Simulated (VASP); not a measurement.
# SiC (Cm) in VASP: further runs

SiC is run at these levels: r2SCAN; tasks: single point.

All numbers are computed with VASP 6.6.1; they aren't measurements. Logs are shortened: lines on timing, memory, paths and dates and some standing lists are left out, and cuts for length are marked.

## (1) The cell of the first run

It takes space group Cm (No. 8, monoclinic). The conventional cell has a = 5.325 Å, b = 3.075 Å, c = 3.075 Å, α = 90.00°, β = 125.26°, γ = 90.00°. Si (site symmetry m) has 4 C at 1.57 to 2.03 Å within 2.1 Å. Within 2.1 Å of C (site symmetry m) lie 4 Si at 1.57 to 2.03 Å.

## (2) Single point, r2SCAN (atom 1 (Si) moved by (-0.225, -0.225) A along [1 1 0] and z)

POSCAR reads:

```
SiC
1.0
    0.0000000000      2.1740000000      2.1740000000
    2.1740000000      0.0000000000      2.1740000000
    2.1740000000      2.1740000000      0.0000000000
Si C
1 1
Direct
   -0.0517479301     -0.0517479301     -0.0214346945
    0.7500000000      0.7500000000      0.7500000000
```

INCAR.step1 reads:

```
  ALGO = Normal
  EDIFF = 1E-4
  ENCUT = 520
  GGA = PE
  ISMEAR = 0
  LASPH = T
  LCHARG = F
  LREAL = F
  LWAVE = T
  NBANDS = 11
  NELM = 60
  PREC = Accurate
  SIGMA = 0.05
```

INCAR.step2 reads:

```
  ALGO = Normal
  EDIFF = 1E-6
  ENCUT = 520
  ISIF = 2
  ISMEAR = 0
  ISTART = 1
  LASPH = T
  LCHARG = T
  LELF = T
  LMIXTAU = T
  LREAL = F
  LVHAR = T
  LWAVE = F
  METAGGA = R2SCAN
  NBANDS = 11
  NELM = 60
  PREC = Accurate
  SIGMA = 0.05
```

KPOINTS reads:

```
k-points
0
Gamma
  12 12 12
```

Potentials or basis: VASP PAW PBE potentials, release 64 (Si, C).

Command:

```sh
$ cat potpaw_PBE.64/Si/POTCAR potpaw_PBE.64/C/POTCAR > POTCAR
$ cp INCAR.step1 INCAR
$ mpirun -np 1 vasp_std > vasp.out
$ cp INCAR.step2 INCAR
$ mpirun -np 1 vasp_std > vasp.out
```

OUTCAR:

```text
EDIFF = 1E-6
   ENCUT = 520
   ISIF = 2
   ISMEAR = 0
   ISTART = 1
   LASPH = T
   LREAL = F
   METAGGA = R2SCAN
   NELM = 60
   PREC = Accurate

 ion  position               nearest neighbor table
   1  0.948  0.948  0.979-   2 1.57   2 1.96   2 2.03   2 2.03
   2  0.750  0.750  0.750-   1 1.57   1 1.96   1 2.03   1 2.03

  LATTYP: Found a face centered cubic cell.
 ALAT       =     4.3480000000

  Lattice vectors:

 A1 = (   0.0000000000,   2.1740000000,   2.1740000000)
 A2 = (   2.1740000000,   0.0000000000,   2.1740000000)
 A3 = (   2.1740000000,   2.1740000000,   0.0000000000)

Analysis of symmetry for initial positions (statically):
=====================================================================
 Subroutine PRICEL returns:
 Original cell was already a primitive cell.

 Routine SETGRP: Setting up the symmetry group for a
 face centered cubic supercell.

 Subroutine GETGRP returns: Found  2 space group operations
 (whereof  2 operations were pure point group operations)
 out of a pool of 48 trial point group operations.

The static configuration has the point symmetry C_1h.

Analysis of symmetry for dynamics (positions and initial velocities):
=====================================================================
 Subroutine PRICEL returns:
 Original cell was already a primitive cell.

 Routine SETGRP: Setting up the symmetry group for a
 face centered cubic supercell.

 Subroutine GETGRP returns: Found  2 space group operations
 (whereof  2 operations were pure point group operations)
 out of a pool of 48 trial point group operations.

The dynamic configuration has the point symmetry C_1h.

 Subroutine INISYM returns: Found  2 space group operations
 (whereof  2 operations are pure point group operations),
 and found     1 'primitive' translations

----------------------------------------------------------------------------------------

                                     Primitive cell

  volume of cell :      20.5498

  direct lattice vectors                    reciprocal lattice vectors
     0.000000000  2.174000000  2.174000000    -0.229990800  0.229990800  0.229990800
     2.174000000  0.000000000  2.174000000     0.229990800 -0.229990800  0.229990800
     2.174000000  2.174000000  0.000000000     0.229990800  0.229990800 -0.229990800

  length of vectors
     3.074500285  3.074500285  3.074500285     0.398355752  0.398355752  0.398355752

  position of ions in fractional coordinates (direct lattice)
     0.948252070  0.948252070  0.978565305
     0.750000000  0.750000000  0.750000000

  ion indices of the primitive-cell ions
   primitive index   ion index
                 1           1
                 2           2

----------------------------------------------------------------------------------------

 KPOINTS: k-points

Automatic generation of k-mesh.
 Grid dimensions read from file:
 generate k-points for:   12   12   12

 Generating k-lattice:

  Cartesian coordinates                     Fractional coordinates (reciprocal lattice)
    -0.019165900  0.019165900  0.019165900     0.083333333  0.000000000  0.000000000
     0.019165900 -0.019165900  0.019165900     0.000000000  0.083333333  0.000000000
     0.019165900  0.019165900 -0.019165900     0.000000000  0.000000000  0.083333333

  Length of vectors
     0.033196313  0.033196313  0.033196313

  Shift w.r.t. Gamma in fractional coordinates (k-lattice)
     0.000000000  0.000000000  0.000000000

 Subroutine IBZKPT returns following result:
 ===========================================

 Found    476 irreducible k-points:

 Following reciprocal coordinates:
            Coordinates               Weight
  0.000000  0.000000  0.000000      1.000000
  0.083333  0.000000  0.000000      4.000000
  0.000000  0.000000  0.083333      2.000000
  0.083333  0.083333  0.083333      2.000000
  0.166667  0.000000  0.000000      4.000000
  0.000000  0.000000  0.166667      2.000000
[... 16 lines left out ...]
  0.000000  0.166667  0.083333      4.000000
  0.083333  0.000000  0.166667      4.000000
 [... further k-points ...]
   k-points           NKPTS =    476   k-points in BZ     NKDIM =    476   number of bands    NBANDS=     11
   number of dos      NEDOS =    301   number of ions     NIONS =      2
   total plane-waves  NPLWV =  13824
   dimension x,y,z NGX =    24 NGY =   24 NGZ =   24
   dimension x,y,z NGXF=    48 NGYF=   48 NGZF=   48
   ions per type =               1   1
   NGX,Y,Z   is equivalent  to a cutoff of  12.98, 12.98, 12.98 a.u.
   NGXF,Y,Z  is equivalent  to a cutoff of  25.95, 25.95, 25.95 a.u.
 SYSTEM =  unknown system
   PREC   = accura    normal or accurate (medium, high low for compatibility)
   ISTART =      1    job   : 0-new  1-cont  2-samecut
   ICHARG =      0    charge: 1-file 2-atom 10-const
   ISPIN  =      1    spin polarized calculation?
   LNONCOLLINEAR =      F non collinear calculations
   LSORBIT =      F    spin-orbit coupling
   LASPH  =      T    aspherical Exc in radial PAW
   ENCUT  =  520.0 eV  38.22 Ry    6.18 a.u.   5.72  5.72  5.72*2*pi/ulx,y,z
   NELM   =     60;   NELMIN=  2; NELMDL=  0     # of ELM steps
   EDIFF  = 0.1E-05   stopping-criterion for ELM
   LREAL  =      F    real-space projection
   EDIFFG = 0.1E-04   stopping-criterion for IOM
   NSW    =      0    number of steps for IOM
   IBRION =     -1    ionic relax: 0-MD 1-quasi-New 2-CG
   NFREE  =      0    steps in history (QN), initial steepest desc. (CG)
   ISIF   =      2    stress and relaxation
   ISYM   =      2    0-nonsym 1-usesym 2-fastsym
   POTIM  = 0.5000    time-step for ionic-motion
   TEBEG  =    0.0;   TEEND  =   0.0 temperature during run
   PSTRESS=    0.0 pullay stress
   NELECT =       8.0000    total number of electrons
   NUPDOWN=      -1.0000    fix difference up-down
   EMIN   =  10.00;   EMAX   =-10.00  energy-range for DOS
   EFERMI =   0.00;   METHOD = LEGACY
   ISMEAR =     0;   SIGMA  =   0.05  broadening in eV -4-tet -1-fermi 0-gaus
   EFERMI_NEDOS =   21; number of points for ismear=-14 and -15
   IALGO  =     38    algorithm
   IMIX   =      4    mixing-type and parameters
     AMIX     =   0.40;   BMIX     =  1.00
     AMIX_MAG =   1.60;   BMIX_MAG =  1.00
  volume/ion in A,a.u.               =      10.27        69.34
  Fermi-wavevector in a.u.,A,eV,Ry     =   1.195369  2.258920 19.441458  1.428907
  Thomas-Fermi vector in A             =   2.331336
   LORBIT       =      0    0 simple, 1 ext, 2 COOP (PROOUT), +10 PAW based schemes
   METAGGA = R2SCAN    functional components
   LHFCALC =     F    Hartree Fock is set to
   AEXX    =    0.0000 exact exchange contribution
   IVDW    =     0    specifies the selected vdW correction
   LEPSILON=     F    determine dielectric tensor
   LRPA    =     F    only Hartree local field effects (RPA)
 non-spin polarized calculation
 Gauss-broadening in eV      SIGMA  =   0.05
  energy-cutoff  :      520.00
  volume of cell :       20.55
 maximum number of plane-waves:       568
   NGX = 11   NGY = 11   NGZ = 11

 number of electron       8.0000000 magnetization

 Free energy of the ion-electron system (eV)
  ---------------------------------------------------
  ext. energy  EPLUGINS =         0.00000000
  ---------------------------------------------------
  free energy    TOTEN  =       -17.82513970 eV

  energy without entropy =      -17.82513970  energy(sigma->0) =      -17.82513970

 E-fermi :   9.0826     XC(G=0): -11.9559

 val. band max:        8.8004295024   @ k =   0.0000   0.0000   0.0000
 cond. band min:       9.4467966389   @ k =   0.0000   0.5000   0.5000
 fundamental gap:      0.6463671366
 Fermi energy:         9.0825855690

 k-point     1 :       0.0000    0.0000    0.0000
  band No.  band energies     occupation
      1      -8.2725      2.00000
      2       6.1744      2.00000
      3       8.5380      2.00000
      4       8.8004      2.00000
      5      14.5754      0.00000
      6      15.5836      0.00000
      7      15.6165      0.00000
      8      17.1402      0.00000
      9      23.0896      0.00000
     10      23.1625      0.00000
     11      25.5424      0.00000

 k-point     2 :       0.0833    0.0000    0.0000
  band No.  band energies     occupation
      1      -8.1347      2.00000
      2       6.0039      2.00000
      3       8.0198      2.00000
      4       8.5628      2.00000
      5      14.7784      0.00000
      6      15.5849      0.00000
      7      15.6949      0.00000
      8      17.5331      0.00000
      9      22.5992      0.00000
     10      22.6959      0.00000
     11      25.1171      0.00000

 k-point     3 :       0.0000    0.0000    0.0833
  band No.  band energies     occupation
      1      -8.1337      2.00000
      2       5.9457      2.00000
      3       7.9729      2.00000
      4       8.7149      2.00000
      5      14.7081      0.00000
      6      15.5912      0.00000
      7      15.6647      0.00000
      8      17.6156      0.00000
      9      22.4552      0.00000
     10      22.6975      0.00000
     11      25.3571      0.00000

 k-point     4 :       0.0833    0.0833    0.0833
  band No.  band energies     occupation
      1      -8.1294      2.00000
      2       5.6449      2.00000
      3       8.4004      2.00000
      4       8.6658      2.00000
      5      14.7601      0.00000
      6      15.8810      0.00000
      7      15.9147      0.00000
      8      17.0673      0.00000
      9      22.0678      0.00000
     10      22.2254      0.00000
     11      25.8238      0.00000
[... 239 lines left out ...]
 k-point    22 :       0.1667    0.0833    0.0000
  band No.  band energies     occupation
      1      -7.7665      2.00000
      2       5.3319      2.00000
      3       7.0666      2.00000
      4       8.2199      2.00000
      5      14.5990      0.00000
      6      15.4429      0.00000
      7      16.6737      0.00000
      8      18.1522      0.00000
      9      20.7254      0.00000
     10      23.2644      0.00000
     11      25.3392      0.00000

 k-point    23 :       0.0000    0.1667    0.0833
  band No.  band energies     occupation
      1      -7.7675      2.00000
      2       5.3258      2.00000
      3       7.1752      2.00000
      4       8.1254      2.00000
      5      14.5738      0.00000
      6      15.4844      0.00000
      7      16.6275      0.00000
      8      18.0941      0.00000
      9      20.6858      0.00000
     10      23.4033      0.00000
     11      25.4346      0.00000

 k-point    24 :       0.0833    0.0000    0.1667
  band No.  band energies     occupation
      1      -7.7645      2.00000
      2       5.1906      2.00000
      3       7.1803      2.00000
      4       8.3423      2.00000
      5      14.5520      0.00000
      6      15.3727      0.00000
      7      16.5623      0.00000
      8      18.2886      0.00000
      9      20.6552      0.00000
     10      23.2496      0.00000
     11      25.5700      0.00000

 [... further k-points ...]
[... 5 lines left out ...]
  --------------------------------------------------------------------------------------
  -------------------------------------------------------------------------------------
  Total        2.9012788      2.9012788      2.1361765      3.6183593      3.3265308      3.3265318
  in kB      226.1993892    226.1993892    166.5478787    282.1068672    259.3543358    259.3544136
  external PRESSURE =     206.3155523 kB  Pullay stress =       0.0000000 kB

 VOLUME and BASIS-vectors are now :
 -----------------------------------------------------------------------------
  energy-cutoff  :      520.00
  volume of cell :       20.55
      direct lattice vectors                 reciprocal lattice vectors
     0.000000000  2.174000000  2.174000000    -0.229990800  0.229990800  0.229990800
     2.174000000  0.000000000  2.174000000     0.229990800 -0.229990800  0.229990800
     2.174000000  2.174000000  0.000000000     0.229990800  0.229990800 -0.229990800

 POSITION                                       TOTAL-FORCE (eV/Angst)
 -----------------------------------------------------------------------------------
      4.18890      4.18890      4.12300         6.548552      6.548552      6.842107
      3.26100      3.26100      3.26100        -6.548552     -6.548552     -6.842107
 -----------------------------------------------------------------------------------
    total drift:                                0.000081      0.000081      0.000049

  FREE ENERGIE OF THE ION-ELECTRON SYSTEM (eV)
  ---------------------------------------------------
  free  energy   TOTEN  =       -17.8251396980 eV

  energy  without entropy=      -17.8251396980  energy(sigma->0) =      -17.82513970
```

Run time: 3.8 min. Hardware: 1 thread of Intel Xeon Platinum 8488C (Sapphire Rapids), shared host; peak memory 0.22 GiB.

Results:

```
Free energy            : -17.8251 eV
Pressure               : 20.6 GPa
Largest force          : 11.514 eV/Å
Band gap on the k mesh : 0.65 eV, indirect (least direct gap 4.40 eV)
```

Forces on the atoms (eV/Å):
```
Si   6.549  6.549  6.842
C   -6.549 -6.549 -6.842
```

Caveat: the cell differs from its parent crystal (atom 1 (Si) moved by (-0.225, -0.225) A along [1 1 0] and z); the PAW data sets were made with another functional, which shifts forces and pressure a little.

(Part 1 of 2 ends here.)
